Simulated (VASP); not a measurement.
# SiO2 (P4_2/mnm) in VASP: further runs

SiO2 is run at these levels: PBEsol; tasks: electric field gradients.

Everything below comes from runs of VASP 6.6.1. Logs are shortened: lines on timing, memory, paths and dates and some standing lists are left out, and cuts for length are marked.

**1. The cell of the first run**

It takes space group P4_2/mnm (No. 136, tetragonal). The conventional cell has a = 4.222 Å, b = 4.222 Å, c = 2.668 Å, α = 90.00°, β = 90.00°, γ = 90.00°. Within 2.3 Å of Si (site symmetry mmm) lie 6 O at 1.76 to 1.83 Å. Within 2.4 Å of O (site symmetry m2m) lie 3 Si at 1.76 to 1.83 Å and 1 O at 2.31 Å.

**2. Electric field gradients, PBEsol (equal xx and yy strain of +1 %)**

INCAR

```
PREC     = Accurate       # precision mode
ENCUT    = 520            # plane-wave cutoff, eV
EDIFF    = 1E-8           # SCF threshold, eV
ISMEAR   = -1             # smearing method
SIGMA    = 0.03           # smearing width, eV
LREAL    = F              # projectors in reciprocal space
LASPH    = T              # aspherical terms in the spheres
NELM     = 100            # most SCF steps
ALGO     = Normal         # electronic algorithm
ISIF     = 2              # what is computed and relaxed
LWAVE    = F              # write WAVECAR
LCHARG   = F              # write CHGCAR
GGA      = PS             # functional
LEFG     = T            
NBANDS   = 25             # bands
```

KPOINTS

```
regular mesh
0
Gamma
  6 6 9
```

POSCAR

```
SiO2
1.0
    4.2219010000      0.0000000000      0.0000000000
    0.0000000000      4.2219010000      0.0000000000
    0.0000000000      0.0000000000      2.6678000000
Si O
2 4
Direct
    0.0000000000      0.0000000000      0.0000000000
    0.5000000000      0.5000000000      0.5000000000
    0.3067000000      0.3067000000      0.0000000000
    0.1933000000      0.8067000000      0.5000000000
    0.6933000000      0.6933000000      0.0000000000
    0.8067000000      0.1933000000      0.5000000000
```

Potentials or basis: VASP PAW PBE potentials, release 64 (Si, O).

Started as:

```console
$ cat potpaw_PBE.64/Si/POTCAR potpaw_PBE.64/O/POTCAR > POTCAR
$ mpirun -np 1 vasp_std > vasp.out
```

OUTCAR:

```text
PREC = Accurate
   ENCUT = 520
   EDIFF = 1E-8
   ISMEAR = -1
   LREAL = F
   LASPH = T
   NELM = 100
   ISIF = 2
   GGA = PS

 ion  position               nearest neighbor table
   1  0.000  0.000  0.000-   4 1.76   6 1.76   4 1.76   6 1.76   5 1.83   3 1.83
   2  0.500  0.500  0.500-   3 1.76   5 1.76   3 1.76   5 1.76   4 1.83   6 1.83
   3  0.307  0.307  0.000-   2 1.76   2 1.76   1 1.83
   4  0.193  0.807  0.500-   1 1.76   1 1.76   2 1.83
   5  0.693  0.693  0.000-   2 1.76   2 1.76   1 1.83
   6  0.807  0.193  0.500-   1 1.76   1 1.76   2 1.83

  LATTYP: Found a simple tetragonal cell.
 ALAT       =     4.2219010000
 C/A-ratio  =     0.6318954424

  Lattice vectors:

 A1 = (   4.2219010000,   0.0000000000,   0.0000000000)
 A2 = (   0.0000000000,   4.2219010000,   0.0000000000)
 A3 = (   0.0000000000,   0.0000000000,   2.6678000000)

Analysis of symmetry for initial positions (statically):
=====================================================================
 Subroutine PRICEL returns:
 Original cell was already a primitive cell.

 Routine SETGRP: Setting up the symmetry group for a
 simple tetragonal supercell.

 Subroutine GETGRP returns: Found 16 space group operations
 (whereof  8 operations were pure point group operations)
 out of a pool of 16 trial point group operations.

The static configuration has the point symmetry D_2h.
 The point group associated with its full space group is D_4h.

Analysis of symmetry for dynamics (positions and initial velocities):
=====================================================================
 Subroutine PRICEL returns:
 Original cell was already a primitive cell.

 Routine SETGRP: Setting up the symmetry group for a
 simple tetragonal supercell.

 Subroutine GETGRP returns: Found 16 space group operations
 (whereof  8 operations were pure point group operations)
 out of a pool of 16 trial point group operations.

The dynamic configuration has the point symmetry D_2h.
 The point group associated with its full space group is D_4h.

 Subroutine INISYM returns: Found 16 space group operations
 (whereof  8 operations are pure point group operations),
 and found     1 'primitive' translations

----------------------------------------------------------------------------------------

                                     Primitive cell

  volume of cell :      47.5521

  direct lattice vectors                    reciprocal lattice vectors
     4.221901000  0.000000000  0.000000000     0.236860125  0.000000000  0.000000000
     0.000000000  4.221901000  0.000000000     0.000000000  0.236860125  0.000000000
     0.000000000  0.000000000  2.667800000     0.000000000  0.000000000  0.374840693

  length of vectors
     4.221901000  4.221901000  2.667800000     0.236860125  0.236860125  0.374840693

  position of ions in fractional coordinates (direct lattice)
     0.000000000  0.000000000  0.000000000
     0.500000000  0.500000000  0.500000000
     0.306700000  0.306700000  0.000000000
     0.193300000  0.806700000  0.500000000
     0.693300000  0.693300000  0.000000000
     0.806700000  0.193300000  0.500000000

  ion indices of the primitive-cell ions
   primitive index   ion index
                 1           1
                 2           2
                 3           3
                 4           4
                 5           5
                 6           6

----------------------------------------------------------------------------------------

 KPOINTS: regular mesh

Automatic generation of k-mesh.
 Grid dimensions read from file:
 generate k-points for:    6    6    9

 Generating k-lattice:

  Cartesian coordinates                     Fractional coordinates (reciprocal lattice)
[... 54 lines left out ...]
   ISPIN  =      1    spin polarized calculation?
   LNONCOLLINEAR =      F non collinear calculations
   LSORBIT =      F    spin-orbit coupling
   LASPH  =      T    aspherical Exc in radial PAW
   ENCUT  =  520.0 eV  38.22 Ry    6.18 a.u.   7.85  7.85  4.96*2*pi/ulx,y,z
   NELM   =    100;   NELMIN=  2; NELMDL= -5     # of ELM steps
   EDIFF  = 0.1E-07   stopping-criterion for ELM
   LREAL  =      F    real-space projection
   EDIFFG = 0.1E-06   stopping-criterion for IOM
   NSW    =      0    number of steps for IOM
   IBRION =     -1    ionic relax: 0-MD 1-quasi-New 2-CG
   NFREE  =      0    steps in history (QN), initial steepest desc. (CG)
   ISIF   =      2    stress and relaxation
   ISYM   =      2    0-nonsym 1-usesym 2-fastsym
   POTIM  = 0.5000    time-step for ionic-motion
   TEBEG  =    0.0;   TEEND  =   0.0 temperature during run
   PSTRESS=    0.0 pullay stress
   NELECT =      32.0000    total number of electrons
   NUPDOWN=      -1.0000    fix difference up-down
   EMIN   =  10.00;   EMAX   =-10.00  energy-range for DOS
   EFERMI =   0.00;   METHOD = LEGACY
   ISMEAR =    -1;   SIGMA  =   0.03  broadening in eV -4-tet -1-fermi 0-gaus
   EFERMI_NEDOS =   21; number of points for ismear=-14 and -15
   IALGO  =     38    algorithm
   IMIX   =      4    mixing-type and parameters
     AMIX     =   0.40;   BMIX     =  1.00
     AMIX_MAG =   1.60;   BMIX_MAG =  1.00
  volume/ion in A,a.u.               =       7.93        53.48
  Fermi-wavevector in a.u.,A,eV,Ry     =   1.434614  2.711027 28.002383  2.058117
  Thomas-Fermi vector in A             =   2.554003
   LORBIT       =      0    0 simple, 1 ext, 2 COOP (PROOUT), +10 PAW based schemes
   GGA     = PS    functional components
   LHFCALC =     F    Hartree Fock is set to
   AEXX    =    0.0000 exact exchange contribution
   IVDW    =     0    specifies the selected vdW correction
   LEPSILON=     F    determine dielectric tensor
   LRPA    =     F    only Hartree local field effects (RPA)
 non-spin polarized calculation
  energy-cutoff  :      520.00
  volume of cell :       47.55
 maximum number of plane-waves:      1300
 NGX is ok and might be reduce to    32
   NGX = 15   NGY = 15   NGZ =  9

 number of electron      31.9999990 magnetization

 Free energy of the ion-electron system (eV)
  ---------------------------------------------------
  ext. energy  EPLUGINS =         0.00000000
  ---------------------------------------------------
  free energy    TOTEN  =       -48.97928257 eV

  energy without entropy =      -48.97928257  energy(sigma->0) =      -48.97928257

 E-fermi :   8.5197     XC(G=0): -12.4147

 val. band max:        7.8572071113   @ k =   0.0000   0.0000   0.0000
 cond. band min:      13.1245027574   @ k =   0.0000   0.0000   0.0000
 fundamental gap:      5.2672956461
 Fermi energy:         8.5196912795

 k-point     1 :       0.0000    0.0000    0.0000
  band No.  band energies     occupation
      1     -14.5040      2.00000
      2     -10.9282      2.00000
      3     -10.9282      2.00000
      4     -10.7603      2.00000
      5      -2.9061      2.00000
      6       1.4442      2.00000
[... 661 lines left out ...]
     24      20.3720      0.00000
     25      21.4965      0.00000

 [... further k-points ...]

------------------------ aborting loop because EDIFF is reached ----------------------------------------

  FORCE on cell =-STRESS in cart. coord.  units (eV):
  Direction    XX          YY          ZZ          XY          YZ          ZX
  --------------------------------------------------------------------------------------
  -------------------------------------------------------------------------------------
  Total       -0.8302548     -0.8302548      0.5343571     -0.0000000      0.0000000      0.0000000
  in kB      -27.9738757    -27.9738757     18.0041574     -0.0000000      0.0000000      0.0000000
  external PRESSURE =     -12.6478647 kB  Pullay stress =       0.0000000 kB

 VOLUME and BASIS-vectors are now :
 -----------------------------------------------------------------------------
  energy-cutoff  :      520.00
  volume of cell :       47.55
      direct lattice vectors                 reciprocal lattice vectors
     4.221901000  0.000000000  0.000000000     0.236860125  0.000000000  0.000000000
     0.000000000  4.221901000  0.000000000     0.000000000  0.236860125  0.000000000
     0.000000000  0.000000000  2.667800000     0.000000000  0.000000000  0.374840693

 POSITION                                       TOTAL-FORCE (eV/Angst)
 -----------------------------------------------------------------------------------
      0.00000      0.00000      0.00000        -0.000000      0.000000     -0.000000
      2.11095      2.11095      1.33390        -0.000000      0.000000     -0.000000
      1.29486      1.29486      0.00000        -0.023141     -0.023141      0.000000
      0.81609      3.40581      1.33390         0.023141     -0.023141     -0.000000
      2.92704      2.92704      0.00000         0.023141      0.023141     -0.000000
      3.40581      0.81609      1.33390        -0.023141      0.023141     -0.000000
 -----------------------------------------------------------------------------------
    total drift:                                0.000000      0.000000     -0.000000

  FREE ENERGIE OF THE ION-ELECTRON SYSTEM (eV)
  ---------------------------------------------------
  free  energy   TOTEN  =       -48.9792825667 eV

  energy  without entropy=      -48.9792825667  energy(sigma->0) =      -48.97928257

 Electric field gradients (V/A^2)
---------------------------------------------------------------------
 ion       V_xx      V_yy      V_zz      V_xy      V_xz      V_yz
---------------------------------------------------------------------
   1       9.796     9.796   -19.592    16.048     0.000    -0.000
   2       9.796     9.796   -19.592   -16.048     0.000     0.000
   3     -22.832   -22.832    45.663    85.628    -0.000     0.000
   4     -22.832   -22.832    45.663   -85.628     0.000    -0.000
   5     -22.832   -22.832    45.663    85.628    -0.000    -0.000
   6     -22.832   -22.832    45.663   -85.628     0.000     0.000
---------------------------------------------------------------------

 Electric field gradients after diagonalization (V/A^2)
 (convention: |V_zz| > |V_xx| > |V_yy|)
----------------------------------------------------------------------
 ion       V_xx      V_yy      V_zz     asymmetry (V_yy - V_xx)/ V_zz
----------------------------------------------------------------------
   1     -19.592    -6.252    25.844       0.516
   2     -19.592    -6.252    25.844       0.516
   3      62.796    45.663  -108.460       0.158
   4      62.796    45.663  -108.460       0.158
   5      62.796    45.663  -108.460       0.158
   6      62.796    45.663  -108.460       0.158
----------------------------------------------------------------------

           NMR quadrupolar parameters

 Cq : quadrupolar parameter    Cq=e*Q*V_zz/h
 eta: asymmetry parameters     (V_yy - V_xx)/ V_zz
 Q  : nuclear electric quadrupole moment in mb (millibarn)
----------------------------------------------------------------------
 ion       Cq(MHz)       eta       Q (mb)
----------------------------------------------------------------------
   1       0.062       0.516       1.000
   2       0.062       0.516       1.000
   3      -0.262       0.158       1.000
   4      -0.262       0.158       1.000
   5      -0.262       0.158       1.000
   6      -0.262       0.158       1.000
----------------------------------------------------------------------
```

It took 68 s on 1 thread of Intel Xeon 8259CL, shared host; peak memory 0.18 GiB.

What came out:

| Quantity | Value |
| --- | --- |
| Free energy | -48.9793 eV |
| Pressure | -1.3 GPa |
| Largest force | 0.033 eV/Å |
| Band gap on the k mesh | 5.27 eV |
| Largest electric field gradient by atom | Si +25.8; O -108.5 V/Å² |

Forces on the atoms (eV/Å):
```
Si   0.000  0.000  0.000
Si   0.000  0.000  0.000
O   -0.023 -0.023  0.000
O    0.023 -0.023  0.000
O    0.023  0.023  0.000
O   -0.023  0.023  0.000
```

Stress tensor (GPa, compression positive):
```
-2.80  0.00  0.00
 0.00 -2.80  0.00
 0.00  0.00  1.80
```

Electric field gradients, principal values (V/Å²):
```tsv
atom	least	middle	greatest (by size)
1 Si	-6.252	-19.592	25.844
2 Si	-6.252	-19.592	25.844
3 O	45.663	62.796	-108.460
4 O	45.663	62.796	-108.460
5 O	45.663	62.796	-108.460
6 O	45.663	62.796	-108.460
```

Caveat: the cell differs from its parent crystal (equal xx and yy strain of +1 %); without QUAD_EFG the Cq values of the log hold for a quadrupole moment of 1 mb, not for the nuclei; the PAW data sets were made with another functional, which shifts forces and pressure a little.

(Continued in part 2 of 2.)
